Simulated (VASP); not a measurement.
# K3TaO3 (R3m) in VASP: further runs

The runs below take K3TaO3 through single point, with PBE.

All numbers are computed with VASP 6.6.1; they aren't measurements. Logs are shortened: lines on timing, memory, paths and dates and some standing lists are left out, and cuts for length are marked.

### Step 1. The cell of the first run

Symmetry: R3m, No. 160, trigonal system. Conventional cell: a = 7.939 Å, b = 7.939 Å, c = 10.227 Å, α = 90.00°, β = 90.00°, γ = 120.00°. K (site symmetry m) has 3 O at 2.64 to 2.70 Å within 3.5 Å. Ta (site symmetry 3m) has 3 O at 1.85 Å within 2.5 Å. O (site symmetry m) has 1 Ta at 1.85 Å within 2.5 Å.

The cell was built from a structure type or drawn by symmetry, and may not be a known phase.

### Step 2. Single point, PBE

INCAR

```
SYSTEM = K3TaO3
ALGO = Normal
EDIFF = 1E-6
ENCUT = 520
GGA = PE
ISIF = 2
ISMEAR = 0
LASPH = .TRUE.
LCHARG = .FALSE.
LREAL = .FALSE.
LWAVE = .FALSE.
NBANDS = 37
NELM = 80
PREC = Accurate
SIGMA = 0.15
```

KPOINTS

```
k-points
0
G
  2 2 2
  0 0 0
```

POSCAR

```
K3TaO3
1.0
    3.9693517610      2.2917063077      3.4090328528
   -3.9693517610      2.2917063077      3.4090328528
    0.0000000000     -4.5834126155      3.4090328528
K Ta O
3 1 3
Direct
    0.7540945865      0.2694422909      0.7540945865
    0.7540945865      0.7540945865      0.2694422909
    0.2694422909      0.7540945865      0.7540945865
    0.2968414266      0.2968414266      0.2968414266
    0.4638461298      1.0666156099      0.4638461298
    0.4638461298      0.4638461298      1.0666156099
    1.0666156099      0.4638461298      0.4638461298
```

Potentials or basis: VASP PAW PBE potentials, release 64 (K_sv, Ta_pv, O).

On the command line:

```sh
cat potpaw_PBE.64/K_sv/POTCAR potpaw_PBE.64/Ta_pv/POTCAR potpaw_PBE.64/O/POTCAR > POTCAR
mpirun -np 1 vasp_std > vasp.out
```

OUTCAR:

```text
SYSTEM = K3TaO3
   EDIFF = 1E-6
   ENCUT = 520
   GGA = PE
   ISIF = 2
   ISMEAR = 0
   LASPH = .TRUE.
   LREAL = .FALSE.
   NELM = 80
   PREC = Accurate

 ion  position               nearest neighbor table
   1  0.754  0.269  0.754-   7 2.64   6 2.64   5 2.70
   2  0.754  0.754  0.269-   5 2.64   7 2.64   6 2.70
   3  0.269  0.754  0.754-   5 2.64   6 2.64   7 2.70
   4  0.297  0.297  0.297-   5 1.85   7 1.85   6 1.85
   5  0.464  0.067  0.464-   4 1.85   2 2.64   3 2.64   1 2.70
   6  0.464  0.464  0.067-   4 1.85   3 2.64   1 2.64   2 2.70
   7  0.067  0.464  0.464-   4 1.85   2 2.64   1 2.64   3 2.70

  LATTYP: Found a trigonal (rhomboedric) cell.
 ALAT       =     5.7121953919
 COS(alpha) =     0.0342536809

  Lattice vectors:

 A1 = (   3.9693517610,   2.2917063077,   3.4090328528)
 A2 = (  -3.9693517610,   2.2917063077,   3.4090328528)
 A3 = (   0.0000000000,  -4.5834126155,   3.4090328528)

Analysis of symmetry for initial positions (statically):
=====================================================================
 Subroutine PRICEL returns:
 Original cell was already a primitive cell.

 Routine SETGRP: Setting up the symmetry group for a
 trigonal (rhombohedral) supercell.

 Subroutine GETGRP returns: Found  6 space group operations
 (whereof  6 operations were pure point group operations)
 out of a pool of 12 trial point group operations.

The static configuration has the point symmetry C_3v.

Analysis of symmetry for dynamics (positions and initial velocities):
=====================================================================
 Subroutine PRICEL returns:
 Original cell was already a primitive cell.

 Routine SETGRP: Setting up the symmetry group for a
 trigonal (rhombohedral) supercell.

 Subroutine GETGRP returns: Found  6 space group operations
 (whereof  6 operations were pure point group operations)
 out of a pool of 12 trial point group operations.

The dynamic configuration has the point symmetry C_3v.

 Subroutine INISYM returns: Found  6 space group operations
 (whereof  6 operations are pure point group operations),
 and found     1 'primitive' translations

----------------------------------------------------------------------------------------

                                     Primitive cell

  volume of cell :     186.0634

  direct lattice vectors                    reciprocal lattice vectors
     3.969351761  2.291706308  3.409032853     0.125965153  0.072726015  0.097779443
    -3.969351761  2.291706308  3.409032853    -0.125965153  0.072726015  0.097779443
     0.000000000 -4.583412616  3.409032853     0.000000000 -0.145452029  0.097779443

  length of vectors
     5.712195392  5.712195392  5.712195392     0.175262980  0.175262980  0.175262980

  position of ions in fractional coordinates (direct lattice)
     0.754094587  0.269442291  0.754094587
     0.754094587  0.754094587  0.269442291
     0.269442291  0.754094587  0.754094587
     0.296841427  0.296841427  0.296841427
     0.463846130  0.066615610  0.463846130
     0.463846130  0.463846130  0.066615610
     0.066615610  0.463846130  0.463846130

  ion indices of the primitive-cell ions
   primitive index   ion index
                 1           1
                 2           2
                 3           3
                 4           4
                 5           5
                 6           6
                 7           7

----------------------------------------------------------------------------------------

 KPOINTS: k-points

Automatic generation of k-mesh.
 Grid dimensions read from file:
 generate k-points for:    2    2    2

 Generating k-lattice:

  Cartesian coordinates                     Fractional coordinates (reciprocal lattice)
     0.062982576  0.036363007  0.048889721     0.500000000  0.000000000  0.000000000
    -0.062982576  0.036363007  0.048889721     0.000000000  0.500000000  0.000000000
     0.000000000 -0.072726015  0.048889721    -0.000000000 -0.000000000  0.500000000

  Length of vectors
     0.087631490  0.087631490  0.087631490

  Shift w.r.t. Gamma in fractional coordinates (k-lattice)
     0.000000000  0.000000000  0.000000000

 Subroutine IBZKPT returns following result:
 ===========================================

 Found      4 irreducible k-points:

 Following reciprocal coordinates:
            Coordinates               Weight
  0.000000  0.000000  0.000000      1.000000
  0.500000  0.000000  0.000000      3.000000
  0.500000  0.500000  0.000000      3.000000
  0.500000  0.500000  0.500000      1.000000
   k-points           NKPTS =      4   k-points in BZ     NKDIM =      4   number of bands    NBANDS=     37
   number of dos      NEDOS =    301   number of ions     NIONS =      7
   total plane-waves  NPLWV =  74088
   dimension x,y,z NGX =    42 NGY =   42 NGZ =   42
   dimension x,y,z NGXF=    84 NGYF=   84 NGZF=   84
   ions per type =               3   1   3
   NGX,Y,Z   is equivalent  to a cutoff of  12.22, 12.22, 12.22 a.u.
   NGXF,Y,Z  is equivalent  to a cutoff of  24.45, 24.45, 24.45 a.u.
 SYSTEM =  K3TaO3
   PREC   = accura    normal or accurate (medium, high low for compatibility)
   ISTART =      0    job   : 0-new  1-cont  2-samecut
   ICHARG =      2    charge: 1-file 2-atom 10-const
   ISPIN  =      1    spin polarized calculation?
   LNONCOLLINEAR =      F non collinear calculations
   LSORBIT =      F    spin-orbit coupling
   LASPH  =      T    aspherical Exc in radial PAW
   ENCUT  =  520.0 eV  38.22 Ry    6.18 a.u.  10.62 10.62 10.62*2*pi/ulx,y,z
   NELM   =     80;   NELMIN=  2; NELMDL= -5     # of ELM steps
   EDIFF  = 0.1E-05   stopping-criterion for ELM
   LREAL  =      F    real-space projection
[... 7 lines left out ...]
   TEBEG  =    0.0;   TEEND  =   0.0 temperature during run
   PSTRESS=    0.0 pullay stress
   NELECT =      56.0000    total number of electrons
   NUPDOWN=      -1.0000    fix difference up-down
   EMIN   =  10.00;   EMAX   =-10.00  energy-range for DOS
   EFERMI =   0.00;   METHOD = LEGACY
   ISMEAR =     0;   SIGMA  =   0.15  broadening in eV -4-tet -1-fermi 0-gaus
   EFERMI_NEDOS =   21; number of points for ismear=-14 and -15
   IALGO  =     38    algorithm
   IMIX   =      4    mixing-type and parameters
     AMIX     =   0.40;   BMIX     =  1.00
     AMIX_MAG =   1.60;   BMIX_MAG =  1.00
  volume/ion in A,a.u.               =      26.58       179.37
  Fermi-wavevector in a.u.,A,eV,Ry     =   1.097111  2.073239 16.376683  1.203652
  Thomas-Fermi vector in A             =   2.233465
   LORBIT       =      0    0 simple, 1 ext, 2 COOP (PROOUT), +10 PAW based schemes
   GGA     = PE    functional components
   LHFCALC =     F    Hartree Fock is set to
   AEXX    =    0.0000 exact exchange contribution
   IVDW    =     0    specifies the selected vdW correction
   LEPSILON=     F    determine dielectric tensor
   LRPA    =     F    only Hartree local field effects (RPA)
 non-spin polarized calculation
 Gauss-broadening in eV      SIGMA  =   0.15
  energy-cutoff  :      520.00
  volume of cell :      186.06
 maximum number of plane-waves:      5028
   NGX = 21   NGY = 21   NGZ = 21

 number of electron      55.9999992 magnetization

 Free energy of the ion-electron system (eV)
  ---------------------------------------------------
  ext. energy  EPLUGINS =         0.00000000
  ---------------------------------------------------
  free energy    TOTEN  =       -42.23332798 eV

  energy without entropy =      -42.23332797  energy(sigma->0) =      -42.23332798

 E-fermi :   1.5540     XC(G=0):  -7.6013

 val. band max:        0.9460157875   @ k =   0.5000   0.5000   0.0000
 cond. band min:       2.1605067210   @ k =   0.5000   0.0000   0.0000
 fundamental gap:      1.2144909335
 Fermi energy:         1.5539628261

 k-point     1 :       0.0000    0.0000    0.0000
  band No.  band energies     occupation
      1     -33.9669      2.00000
      2     -33.9669      2.00000
      3     -33.5522      2.00000
      4     -29.7944      2.00000
      5     -29.7584      2.00000
      6     -29.7584      2.00000
      7     -17.2270      2.00000
      8     -16.7330      2.00000
      9     -16.7330      2.00000
     10     -13.5358      2.00000
     11     -13.3946      2.00000
     12     -13.3946      2.00000
     13     -13.2412      2.00000
     14     -13.2412      2.00000
     15     -13.1959      2.00000
     16     -13.1814      2.00000
     17     -13.0780      2.00000
     18     -13.0780      2.00000
     19      -3.7712      2.00000
     20      -3.7712      2.00000
     21      -3.6830      2.00000
     22      -3.1562      2.00000
     23      -3.1562      2.00000
     24      -2.3672      2.00000
     25      -1.9904      2.00000
     26      -1.9904      2.00000
     27      -1.7307      2.00000
     28       0.0454      2.00000
     29       2.2825      0.00000
     30       3.4981      0.00000
     31       3.4981      0.00000
     32       3.9859      0.00000
     33       4.7597      0.00000
     34       4.7597      0.00000
     35       5.5156      0.00000
     36       5.5156      0.00000
     37       5.6049      0.00000

 k-point     2 :       0.5000    0.0000    0.0000
  band No.  band energies     occupation
      1     -33.9671      2.00000
      2     -33.9669      2.00000
      3     -33.5522      2.00000
      4     -29.7832      2.00000
      5     -29.7692      2.00000
      6     -29.7583      2.00000
      7     -17.2842      2.00000
      8     -16.7333      2.00000
      9     -16.6670      2.00000
     10     -13.4917      2.00000
     11     -13.4359      2.00000
     12     -13.3960      2.00000
     13     -13.2598      2.00000
     14     -13.2270      2.00000
     15     -13.2059      2.00000
     16     -13.1896      2.00000
     17     -13.0959      2.00000
     18     -13.0553      2.00000
     19      -3.8848      2.00000
     20      -3.7136      2.00000
     21      -3.6341      2.00000
     22      -3.0987      2.00000
     23      -3.0664      2.00000
     24      -2.4586      2.00000
     25      -2.0757      2.00000
     26      -2.0149      2.00000
     27      -1.8404      2.00000
     28       0.7179      2.00000
     29       2.1605      0.00000
     30       3.4936      0.00000
     31       3.5765      0.00000
     32       3.9947      0.00000
     33       4.2704      0.00000
     34       4.7882      0.00000
     35       5.0172      0.00000
     36       5.8739      0.00000
     37       6.0532      0.00000

 k-point     3 :       0.5000    0.5000    0.0000
  band No.  band energies     occupation
      1     -33.9671      2.00000
      2     -33.9670      2.00000
      3     -33.5523      2.00000
      4     -29.7752      2.00000
      5     -29.7678      2.00000
      6     -29.7674      2.00000
      7     -17.2941      2.00000
      8     -16.7113      2.00000
      9     -16.6756      2.00000
     10     -13.5246      2.00000
     11     -13.4395      2.00000
     12     -13.3546      2.00000
     13     -13.2637      2.00000
     14     -13.2454      2.00000
     15     -13.2177      2.00000
     16     -13.1502      2.00000
     17     -13.1044      2.00000
     18     -13.0728      2.00000
     19      -3.7934      2.00000
     20      -3.7617      2.00000
     21      -3.6051      2.00000
     22      -3.0953      2.00000
     23      -2.8998      2.00000
     24      -2.5504      2.00000
     25      -2.1791      2.00000
     26      -2.0903      2.00000
     27      -1.8902      2.00000
     28       0.9460      2.00000
     29       2.7529      0.00000
     30       3.1788      0.00000
     31       3.2151      0.00000
     32       3.9821      0.00000
     33       4.5597      0.00000
     34       5.1386      0.00000
     35       5.5834      0.00000
     36       5.8915      0.00000
     37       5.9146      0.00000

 k-point     4 :       0.5000    0.5000    0.5000
  band No.  band energies     occupation
      1     -33.9671      2.00000
      2     -33.9671      2.00000
      3     -33.5523      2.00000
      4     -29.7747      2.00000
      5     -29.7678      2.00000
      6     -29.7678      2.00000
      7     -17.2590      2.00000
      8     -16.7116      2.00000
      9     -16.7116      2.00000
     10     -13.6135      2.00000
     11     -13.3548      2.00000
     12     -13.3548      2.00000
     13     -13.2960      2.00000
     14     -13.1838      2.00000
     15     -13.1838      2.00000
     16     -13.1411      2.00000
     17     -13.1411      2.00000
     18     -13.1194      2.00000
     19      -3.6951      2.00000
     20      -3.6951      2.00000
     21      -3.5842      2.00000
     22      -2.9362      2.00000
     23      -2.9362      2.00000
     24      -2.7017      2.00000
     25      -2.2672      2.00000
     26      -2.2672      2.00000
     27      -1.7748      2.00000
     28       0.9225      2.00000
     29       3.1493      0.00000
     30       3.3970      0.00000
     31       3.3970      0.00000
     32       4.1902      0.00000
     33       4.6281      0.00000
     34       4.6281      0.00000
     35       4.8852      0.00000
     36       6.1096      0.00000
     37       6.1097      0.00000

------------------------ aborting loop because EDIFF is reached ----------------------------------------

  FORCE on cell =-STRESS in cart. coord.  units (eV):
  Direction    XX          YY          ZZ          XY          YZ          ZX
  --------------------------------------------------------------------------------------
  -------------------------------------------------------------------------------------
  Total        1.3299802      1.3299802     -0.2575216      0.0000000      0.0000000      0.0000000
  in kB       11.4523540     11.4523540     -2.2174977      0.0000000      0.0000000      0.0000000
  external PRESSURE =       6.8957368 kB  Pullay stress =       0.0000000 kB

 VOLUME and BASIS-vectors are now :
 -----------------------------------------------------------------------------
  energy-cutoff  :      520.00
  volume of cell :      186.06
      direct lattice vectors                 reciprocal lattice vectors
     3.969351761  2.291706308  3.409032853     0.125965153  0.072726015  0.097779443
    -3.969351761  2.291706308  3.409032853    -0.125965153  0.072726015  0.097779443
     0.000000000 -4.583412616  3.409032853     0.000000000 -0.145452029  0.097779443

 POSITION                                       TOTAL-FORCE (eV/Angst)
 -----------------------------------------------------------------------------------
      1.92376     -1.11068      6.06000         0.074189     -0.042833     -0.002173
      0.00000      2.22136      6.06000         0.000000      0.085666     -0.002173
     -1.92376     -1.11068      6.06000        -0.074189     -0.042833     -0.002173
      0.00000     -0.00000      3.03583         0.000000      0.000000     -0.066536
      1.57675     -0.91034      3.38963         0.202182     -0.116730      0.024352
      0.00000      1.82067      3.38963         0.000000      0.233460      0.024352
     -1.57675     -0.91034      3.38963        -0.202182     -0.116730      0.024352
 -----------------------------------------------------------------------------------
    total drift:                                0.000000      0.000000     -0.001285

  FREE ENERGIE OF THE ION-ELECTRON SYSTEM (eV)
  ---------------------------------------------------
  free  energy   TOTEN  =       -42.2333279779 eV

  energy  without entropy=      -42.2333279728  energy(sigma->0) =      -42.23332798
```

Wall time 28 s (1 thread of Intel Xeon 6975P-C (Granite Rapids), shared host); peak memory 0.25 GiB.

Results:

```
Free energy            : -42.2333 eV
Pressure               : 0.7 GPa
Largest force          : 0.235 eV/Å
Band gap on the k mesh : 1.21 eV (least direct gap 1.44 eV)
```

Forces in eV/Å, atoms in the order of the input:
```
K    0.074 -0.043 -0.002
K    0.000  0.086 -0.002
K   -0.074 -0.043 -0.002
Ta   0.000  0.000 -0.067
O    0.202 -0.117  0.024
O    0.000  0.233  0.024
O   -0.202 -0.117  0.024
```

Stress tensor (GPa, compression positive):
```
 1.15  0.00  0.00
 0.00  1.15  0.00
 0.00  0.00 -0.22
```

Levels at points of the mesh, in eV from the valence-band top:
```
           k point  band 25  band 26  band 27  band 28  band 29  band 30  band 31  band 32
(0.00, 0.00, 0.00)    -2.94    -2.94    -2.68    -0.90     1.34     2.55     2.55     3.04
(0.50, 0.00, 0.00)    -3.02    -2.96    -2.79    -0.23     1.21     2.55     2.63     3.05
(0.50, 0.50, 0.00)    -3.13    -3.04    -2.84     0.00     1.81     2.23     2.27     3.04
(0.50, 0.50, 0.50)    -3.21    -3.21    -2.72    -0.02     2.20     2.45     2.45     3.24
```

Caveat: the k points lie up to 0.55 Å⁻¹ apart; spin-orbit coupling is left out, which moves the levels of the heavy elements. A k mesh can miss the band edges.

### Step 3. Single point, PBE

This run uses another cell than the first one, of 26.51 Å³/atom.

INCAR

```
SYSTEM = K3TaO3
ALGO = Normal
EDIFF = 1E-7
ENCUT = 520
GGA = PE
ISIF = 2
ISMEAR = 0
LASPH = .TRUE.
LCHARG = .FALSE.
LREAL = .FALSE.
LWAVE = .FALSE.
NBANDS = 37
NELM = 100
PREC = Accurate
SIGMA = 0.02
```

KPOINTS

```
k-points
0
G
  6 6 6
  0 0 0
```

POSCAR

```
K3TaO3
1.0
    4.0278754236      2.3254949600      3.3018671296
   -4.0278754236      2.3254949600      3.3018671296
    0.0000000000     -4.6509899201      3.3018671296
K Ta O
3 1 3
Direct
    0.7600077381      0.2704278732      0.7600077381
    0.7600077381      0.7600077381      0.2704278732
    0.2704278732      0.7600077381      0.7600077381
    0.2940988483      0.2940988483      0.2940988483
    0.4589325257      0.0663735109      0.4589325257
    0.4589325257      0.4589325257      0.0663735109
    0.0663735109      0.4589325257      0.4589325257
```

Potentials or basis: VASP PAW PBE potentials, release 64 (K_sv, Ta_pv, O).

On the command line:

```sh
cat potpaw_PBE.64/K_sv/POTCAR potpaw_PBE.64/Ta_pv/POTCAR potpaw_PBE.64/O/POTCAR > POTCAR
mpirun -np 1 vasp_std > vasp.out
```

Run time: 6.7 min. Hardware: 1 thread of Intel Xeon 8259CL, shared host; peak memory 0.38 GiB.

It converged, with:

```yaml
Free_energy: -42.2882 eV
Pressure: 0.3 GPa
Largest_force: 0.183 eV/Å
Band_gap_on_the_k_mesh: 1.20 eV (least direct gap 1.42 eV)
```

Forces in eV/Å, atoms in the order of the input:
```
K    0.007 -0.004  0.005
K    0.000  0.008  0.005
K   -0.007 -0.004  0.005
Ta   0.000  0.000 -0.105
O    0.157 -0.090  0.030
O    0.000  0.181  0.030
O   -0.157 -0.090  0.030
```

Stress tensor (GPa, compression positive):
```
0.47 0.00 0.00
0.00 0.47 0.00
0.00 0.00 0.02
```

Levels at points of the mesh, in eV from the valence-band top:
| k point | band 25 | band 26 | band 27 | band 28 | band 29 | band 30 | band 31 | band 32 |
| --- | --- | --- | --- | --- | --- | --- | --- | --- |
| (0.00, 0.00, 0.00) | -2.87 | -2.87 | -2.61 | -0.90 | 1.31 | 2.65 | 2.65 | 3.09 |
| (0.50, 0.00, 0.00) | -2.93 | -2.87 | -2.72 | -0.24 | 1.20 | 2.59 | 2.68 | 3.12 |
| (0.50, 0.50, 0.00) | -3.05 | -2.95 | -2.75 | -0.02 | 1.85 | 2.25 | 2.34 | 3.05 |
| (0.50, 0.50, 0.50) | -3.15 | -3.15 | -2.62 | -0.05 | 2.25 | 2.50 | 2.50 | 3.34 |

Caveat: spin-orbit coupling is left out, which moves the levels of the heavy elements. A k mesh can miss the band edges.
